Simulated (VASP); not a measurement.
Here is a VASP 6.6.1 calculation.

The input INCAR:

```
SYSTEM = Mn3Sn
PREC = Accurate
ENCUT = 520
EDIFF = 1E-6
ISMEAR = 0
SIGMA = 0.1
LREAL = .False.
LASPH = .True.
NELM = 150
ALGO = Normal
ISIF = 2
LWAVE = .False.
LCHARG = .False.
ISPIN = 2
MAGMOM = 3.47 3.47 3.47 3.47 3.47 3.47 -0.14 -0.14
LORBIT = 11
LMAXMIX = 4
GGA = PE
NBANDS = 67
```

File KPOINTS:

```
regular mesh
0
Gamma
  6 6 4
  0 0 0
```

The input POSCAR:

```
Mn3Sn
1.0
    5.5941589950      0.0000000000      0.0000000000
   -2.7970794975      4.8446838025      0.0000000000
    0.0000000000      0.0000000000      4.4889886794
Mn Sn
6 2
Direct
    0.8385149623      0.6770299245      0.2500000000
    0.1614850377      0.8385149623      0.7500000000
    0.3229700755      0.1614850377      0.2500000000
    0.1614850377      0.3229700755      0.7500000000
    0.8385149623      0.1614850377      0.2500000000
    0.6770299245      0.8385149623      0.7500000000
    0.3333333333      0.6666666667      0.2500000000
    0.6666666667      0.3333333333      0.7500000000
```

Potentials or basis: VASP PAW PBE potentials, release 64 (Mn_pv, Sn_d).

Run with:

```sh
$ cat potpaw_PBE.64/Mn_pv/POTCAR potpaw_PBE.64/Sn_d/POTCAR > POTCAR
$ mpirun -np 1 vasp_std > vasp.out
```

(1) Predict the largest force.

(2) Estimate the net moment.

(3) Predict the pressure.

Results:

(1) 0.014 eV/Å.

(2) 18.31 μB per cell.

(3) -0.2 GPa.
